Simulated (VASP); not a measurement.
Set up this calculation in VASP 6.6.1, as the native input.

```
Task                   : single point
Functional             : RPBE
Potentials or basis    : VASP PAW PBE potentials, release 64 (Te, Nb_sv)
Cutoff                 : 520 eV
k mesh                 : 8 × 8 × 7
Occupations            : fermi-dirac, width 0.05 eV
Spin                   : no spin polarisation
Dipole correction      : no
Further INCAR settings : ALGO = Normal; EDIFF = 1e-06; NBANDS = 16
```

The structure of NbTe lies in POSCAR:

```
NbTe
1.0
    3.7096084420      0.0000000000      0.0000000000
   -1.8548042210      3.2126151489      0.0000000000
    0.0000000000      0.0000000000      3.7234634047
Te Nb
1 1
Direct
    0.6666666667      0.3333333333      0.0000000000
    0.0000000000      0.0000000000      0.5000000000
```

The input as run:

INCAR

```
PREC     = Accurate       # precision mode
ENCUT    = 520            # plane-wave cutoff, eV
EDIFF    = 1E-6           # SCF threshold, eV
ISMEAR   = -1             # smearing method
SIGMA    = 0.05           # smearing width, eV
LREAL    = False          # projectors in reciprocal space
LASPH    = True           # aspherical terms in the spheres
NELM     = 80             # most SCF steps
ALGO     = Normal         # electronic algorithm
ISIF     = 2              # what is computed and relaxed
LWAVE    = False          # write WAVECAR
LCHARG   = True           # write CHGCAR
GGA      = RP             # functional
LELF     = True           # ELF
LVHAR    = True         
NBANDS   = 16             # bands
```

KPOINTS

```
Automatic mesh
0
Gamma
  8 8 7
```

Potentials or basis: VASP PAW PBE potentials, release 64 (Te, Nb_sv).

Launch:

```sh
$ cat potpaw_PBE.64/Te/POTCAR potpaw_PBE.64/Nb_sv/POTCAR > POTCAR
$ mpirun -np 1 vasp_std > vasp.out
```

Results of the run:

| Quantity | Value |
| --- | --- |
| Pressure | -0.3 GPa |
| Band gap on the k mesh | zero (an odd number of electrons rules out a gap without spin polarisation) |

Caveat: the PAW data sets were made with another functional, which shifts forces and pressure a little; spin-orbit coupling is left out, which moves the levels of the heavy elements.

Run time: 46 s on 1 thread of Intel Xeon 8259CL, on a shared host, peak memory 0.17 GiB.
